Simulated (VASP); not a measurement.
# Si in VASP: further runs

The runs below take Si through single point, with PBEsol.

All numbers are computed with VASP 6.6.1; they aren't measurements. Logs are shortened: lines on timing, memory, paths and dates and some standing lists are left out, and cuts for length are marked.

**1. The cell of the first run**

The cell holds a slab with vacuum, 6 atoms: a = 4.695 Å, b = 3.834 Å, c = 12.572 Å, α = 90.00°, β = 90.00°, γ = 65.91°.

**2. Single point, PBEsol**

File INCAR:

```
SYSTEM = Si
ALGO = Normal
DIPOL = 0.5 0.5 0.500
EDIFF = 1E-7
ENCUT = 520
GGA = PS
IDIPOL = 3
ISIF = 2
ISMEAR = -1
LASPH = .TRUE.
LCHARG = .FALSE.
LDIPOL = .TRUE.
LREAL = .FALSE.
LWAVE = .FALSE.
NBANDS = 21
NELM = 100
PREC = Accurate
SIGMA = 0.05
```

File KPOINTS:

```
k-points
0
G
  10 10 1
  0 0 0
```

File POSCAR:

```
Si
1.0
    4.6952399906      0.0000000000      0.0000000000
    1.5650799969      3.4996252632      0.0000000000
    0.0000000000      0.0000000000     12.5720000000
Si
6
Direct
    0.1149580979      0.6925209511      0.3579372886
    0.4875905902      0.0062047049      0.3987551187
    0.8298377164      0.3350811418      0.4484647141
    0.1701622895      0.6649188552      0.5515352824
    0.5124093989      0.9937953005      0.6012448917
   -0.1149580930      0.3074790465      0.6420627114
```

Potentials or basis: VASP PAW PBE potentials, release 64 (Si).

On the command line:

```sh
cat potpaw_PBE.64/Si/POTCAR > POTCAR
mpirun -np 1 vasp_std > vasp.out
```

OUTCAR:

```text
SYSTEM = Si
   EDIFF = 1E-7
   ENCUT = 520
   GGA = PS
   ISIF = 2
   ISMEAR = -1
   LASPH = .TRUE.
   LREAL = .FALSE.
   NELM = 100
   PREC = Accurate

 ion  position               nearest neighbor table
   1  0.115  0.693  0.358-   4 2.45   3 2.54   3 2.54   2 2.55   2 2.55   2 2.74
   2  0.488  0.006  0.399-   3 2.49   3 2.49   1 2.55   1 2.55   5 2.55   1 2.74   3 2.89   4 3.04
                             4 3.04
   3  0.830  0.335  0.448-   6 2.45   2 2.49   2 2.49   1 2.54   1 2.54   4 2.74   4 2.74   2 2.89
                             5 3.04   5 3.04   4 3.11
   4  0.170  0.665  0.552-   1 2.45   5 2.49   5 2.49   6 2.54   6 2.54   3 2.74   3 2.74   5 2.89
                             2 3.04   2 3.04   3 3.11
   5  0.512  0.994  0.601-   4 2.49   4 2.49   6 2.55   6 2.55   2 2.55   6 2.74   4 2.89   3 3.04
                             3 3.04
   6  0.885  0.307  0.642-   3 2.45   4 2.54   4 2.54   5 2.55   5 2.55   5 2.74

  LATTYP: Found a base centered orthorhombic cell.
 ALAT       =     3.8336473990
 B/A-ratio  =     2.2360679775
 C/A-ratio  =     3.2793834935

  Lattice vectors:

 A1 = (  -4.6952399906,   0.0000000000,   0.0000000000)
 A2 = (   3.1301599937,  -3.4996252632,   0.0000000000)
 A3 = (   0.0000000000,   0.0000000000,  12.5720000000)

Analysis of symmetry for initial positions (statically):
=====================================================================
 Subroutine PRICEL returns:
 Original cell was already a primitive cell.

 Routine SETGRP: Setting up the symmetry group for a
 base centered orthorhombic supercell.

 Subroutine GETGRP returns: Found  4 space group operations
 (whereof  2 operations were pure point group operations)
 out of a pool of  8 trial point group operations.

The static configuration has the point symmetry S_2 .
 The point group associated with its full space group is C_2h.

Analysis of symmetry for dynamics (positions and initial velocities):
=====================================================================
 Subroutine PRICEL returns:
 Original cell was already a primitive cell.

 Routine SETGRP: Setting up the symmetry group for a
 base centered orthorhombic supercell.

 Subroutine GETGRP returns: Found  4 space group operations
 (whereof  2 operations were pure point group operations)
 out of a pool of  8 trial point group operations.

The dynamic configuration has the point symmetry S_2 .
 The point group associated with its full space group is C_2h.

 Subroutine INISYM returns: Found  4 space group operations
 (whereof  2 operations are pure point group operations),
 and found     1 'primitive' translations

----------------------------------------------------------------------------------------

                                     Primitive cell

  volume of cell :     206.5778

  direct lattice vectors                    reciprocal lattice vectors
     4.695239991  0.000000000  0.000000000     0.212981658 -0.095248293  0.000000000
     1.565079997  3.499625263  0.000000000     0.000000000  0.285744880  0.000000000
     0.000000000  0.000000000 12.572000000     0.000000000  0.000000000  0.079541839

  length of vectors
     4.695239991  3.833647399 12.572000000     0.233309717  0.285744880  0.079541839

  position of ions in fractional coordinates (direct lattice)
     0.114958098  0.692520951  0.357937289
     0.487590590  0.006204705  0.398755119
     0.829837716  0.335081142  0.448464714
     0.170162289  0.664918855  0.551535282
     0.512409399  0.993795300  0.601244892
     0.885041907  0.307479046  0.642062711

  ion indices of the primitive-cell ions
   primitive index   ion index
                 1           1
                 2           2
                 3           3
                 4           4
                 5           5
                 6           6

----------------------------------------------------------------------------------------

 KPOINTS: k-points

Automatic generation of k-mesh.
 Grid dimensions read from file:
 generate k-points for:   10   10    1

 Generating k-lattice:

  Cartesian coordinates                     Fractional coordinates (reciprocal lattice)
     0.021298166 -0.009524829  0.000000000     0.100000000  0.000000000  0.000000000
     0.000000000  0.028574488  0.000000000     0.000000000  0.100000000  0.000000000
     0.000000000  0.000000000  0.079541839     0.000000000  0.000000000  1.000000000

  Length of vectors
     0.023330972  0.028574488  0.079541839

  Shift w.r.t. Gamma in fractional coordinates (k-lattice)
     0.000000000  0.000000000  0.000000000

 Subroutine IBZKPT returns following result:
 ===========================================

 Found     31 irreducible k-points:

 Following reciprocal coordinates:
            Coordinates               Weight
  0.000000  0.000000  0.000000      1.000000
  0.100000 -0.000000  0.000000      2.000000
  0.200000 -0.000000  0.000000      2.000000
  0.300000 -0.000000  0.000000      2.000000
  0.400000  0.000000  0.000000      2.000000
  0.500000  0.000000  0.000000      1.000000
[... 16 lines left out ...]
  0.000000  0.400000  0.000000      4.000000
  0.100000  0.400000  0.000000      4.000000
 [... further k-points ...]
   k-points           NKPTS =     31   k-points in BZ     NKDIM =     31   number of bands    NBANDS=     21
   number of dos      NEDOS =    301   number of ions     NIONS =      6
   total plane-waves  NPLWV = 103680
   dimension x,y,z NGX =    36 NGY =   30 NGZ =   96
   dimension x,y,z NGXF=    72 NGYF=   60 NGZF=  192
   ions per type =               6
   NGX,Y,Z   is equivalent  to a cutoff of  12.75, 13.01, 12.69 a.u.
   NGXF,Y,Z  is equivalent  to a cutoff of  25.49, 26.02, 25.39 a.u.
 SYSTEM =  Si
   PREC   = accura    normal or accurate (medium, high low for compatibility)
   ISTART =      0    job   : 0-new  1-cont  2-samecut
   ICHARG =      2    charge: 1-file 2-atom 10-const
   ISPIN  =      1    spin polarized calculation?
   LNONCOLLINEAR =      F non collinear calculations
   LSORBIT =      F    spin-orbit coupling
   LASPH  =      T    aspherical Exc in radial PAW
   ENCUT  =  520.0 eV  38.22 Ry    6.18 a.u.   8.73  7.13 23.38*2*pi/ulx,y,z
   NELM   =    100;   NELMIN=  2; NELMDL= -5     # of ELM steps
   EDIFF  = 0.1E-06   stopping-criterion for ELM
   LREAL  =      F    real-space projection
   EDIFFG = 0.1E-05   stopping-criterion for IOM
   NSW    =      0    number of steps for IOM
   IBRION =     -1    ionic relax: 0-MD 1-quasi-New 2-CG
   NFREE  =      0    steps in history (QN), initial steepest desc. (CG)
   ISIF   =      2    stress and relaxation
   ISYM   =      2    0-nonsym 1-usesym 2-fastsym
   POTIM  = 0.5000    time-step for ionic-motion
   TEBEG  =    0.0;   TEEND  =   0.0 temperature during run
   PSTRESS=    0.0 pullay stress
   NELECT =      24.0000    total number of electrons
   NUPDOWN=      -1.0000    fix difference up-down
   EMIN   =  10.00;   EMAX   =-10.00  energy-range for DOS
   EFERMI =   0.00;   METHOD = LEGACY
   ISMEAR =    -1;   SIGMA  =   0.05  broadening in eV -4-tet -1-fermi 0-gaus
   EFERMI_NEDOS =   21; number of points for ismear=-14 and -15
   IALGO  =     38    algorithm
   IMIX   =      4    mixing-type and parameters
     AMIX     =   0.40;   BMIX     =  1.00
     AMIX_MAG =   1.60;   BMIX_MAG =  1.00
  volume/ion in A,a.u.               =      34.43       232.34
  Fermi-wavevector in a.u.,A,eV,Ry     =   0.798823  1.509557  8.682130  0.638119
  Thomas-Fermi vector in A             =   1.905808
   LORBIT       =      0    0 simple, 1 ext, 2 COOP (PROOUT), +10 PAW based schemes
   GGA     = PS    functional components
   LHFCALC =     F    Hartree Fock is set to
   AEXX    =    0.0000 exact exchange contribution
   IVDW    =     0    specifies the selected vdW correction
   LEPSILON=     F    determine dielectric tensor
   LRPA    =     F    only Hartree local field effects (RPA)
 non-spin polarized calculation
  energy-cutoff  :      520.00
  volume of cell :      206.58
 maximum number of plane-waves:      5591
   NGX = 17   NGY = 15   NGZ = 47

 number of electron      24.0000000 magnetization

 dipolmoment           0.000000      0.000000     -0.000000 electrons x Angstroem

 Free energy of the ion-electron system (eV)
  ---------------------------------------------------
  ext. energy  EPLUGINS =         0.00000000
  ---------------------------------------------------
  free energy    TOTEN  =       -31.14587178 eV

  energy without entropy =      -31.13063213  energy(sigma->0) =      -31.13825195

 E-fermi :   1.6361     XC(G=0):  -5.9637

 val. band max:        1.6157801376   @ k =   0.2000   0.1000   0.0000
 cond. band min:       1.6769915006   @ k =   0.1000  -0.0000   0.0000
 fundamental gap:      0.0612113630
 Fermi energy:         1.6360616132

 k-point     1 :       0.0000    0.0000    0.0000
  band No.  band energies     occupation
      1     -12.2045      2.00000
      2      -9.2797      2.00000
      3      -4.6119      2.00000
      4      -4.5227      2.00000
      5      -4.4554      2.00000
      6      -1.7974      2.00000
[... 13 lines left out ...]
     20       6.4193      0.00000
     21       6.4760      0.00000

 k-point     2 :       0.1000   -0.0000    0.0000
  band No.  band energies     occupation
      1     -12.1270      2.00000
      2      -9.2037      2.00000
      3      -5.9623      2.00000
      4      -4.4272      2.00000
      5      -3.2241      2.00000
      6      -2.8175      2.00000
[... 13 lines left out ...]
     20       5.9665      0.00000
     21       6.1782      0.00000
[... 487 lines left out ...]
      5      -5.0744      2.00000
      6      -4.7003      2.00000
[... 13 lines left out ...]
     20       6.6678      0.00000
     21       7.0864      0.00000

 k-point    24 :       0.1000    0.4000    0.0000
  band No.  band energies     occupation
      1     -10.5711      2.00000
      2      -7.8792      2.00000
      3      -7.3097      2.00000
      4      -5.9849      2.00000
      5      -4.7300      2.00000
      6      -4.2018      2.00000
[... 13 lines left out ...]
     20       6.9161      0.00000
     21       7.5091      0.00000

 [... further k-points ...]

------------------------ aborting loop because EDIFF is reached ----------------------------------------

 vacuum level on the upper side and lower side of the slab       (xc-potential included)        -0.470        -0.470

  FORCE on cell =-STRESS in cart. coord.  units (eV):
  Direction    XX          YY          ZZ          XY          YZ          ZX
  --------------------------------------------------------------------------------------
  -------------------------------------------------------------------------------------
  Total        0.3060924      0.6139171      0.0286316      0.1720792     -0.0073091      0.0163437
  in kB        2.3739933      4.7614214      0.2220611      1.3346129     -0.0566882      0.1267583
  external PRESSURE =       2.4524919 kB  Pullay stress =       0.0000000 kB

 VOLUME and BASIS-vectors are now :
 -----------------------------------------------------------------------------
  energy-cutoff  :      520.00
  volume of cell :      206.58
      direct lattice vectors                 reciprocal lattice vectors
     4.695239991  0.000000000  0.000000000     0.212981658 -0.095248293  0.000000000
     1.565079997  3.499625263  0.000000000     0.000000000  0.285744880  0.000000000
     0.000000000  0.000000000 12.572000000     0.000000000  0.000000000  0.079541839

 POSITION                                       TOTAL-FORCE (eV/Angst)
 -----------------------------------------------------------------------------------
      1.62361      2.42356      4.49999        -0.007266      0.003249     -0.002132
      2.29907      0.02171      5.01315         0.002438     -0.001090     -0.004459
      4.42072      1.17266      5.63810         0.003241     -0.001450      0.001464
      1.83960      2.32697      6.93390        -0.003241      0.001450     -0.001464
      3.96125      3.47791      7.55885        -0.002438      0.001090      0.004459
      4.63671      1.07606      8.07201         0.007266     -0.003249      0.002132
 -----------------------------------------------------------------------------------
    total drift:                                0.000002     -0.000001     -0.000023

  FREE ENERGIE OF THE ION-ELECTRON SYSTEM (eV)
  ---------------------------------------------------
  free  energy   TOTEN  =       -31.1458717802 eV

  energy  without entropy=      -31.1306321255  energy(sigma->0) =      -31.13825195

 vacuum level on the upper side and lower side of the slab         5.643         5.643
```

Run time: 4.8 min. Hardware: 1 thread of AMD EPYC 7R13, shared host; peak memory 0.31 GiB.

Results:

```
Free energy            : -31.1459 eV
Largest force          : 0.008 eV/Å
Band gap on the k mesh : zero (band 12 reaches 2.52 eV, above the bottom of band 13 at 0.94 eV)
```

Forces on the atoms (eV/Å):
```
Si  -0.007  0.003 -0.002
Si   0.002 -0.001 -0.004
Si   0.003 -0.001  0.001
Si  -0.003  0.001 -0.001
Si  -0.002  0.001  0.004
Si   0.007 -0.003  0.002
```

Caveat: the PAW data sets were made with another functional, which shifts forces and pressure a little.

(Part 1 of 2 ends here.)
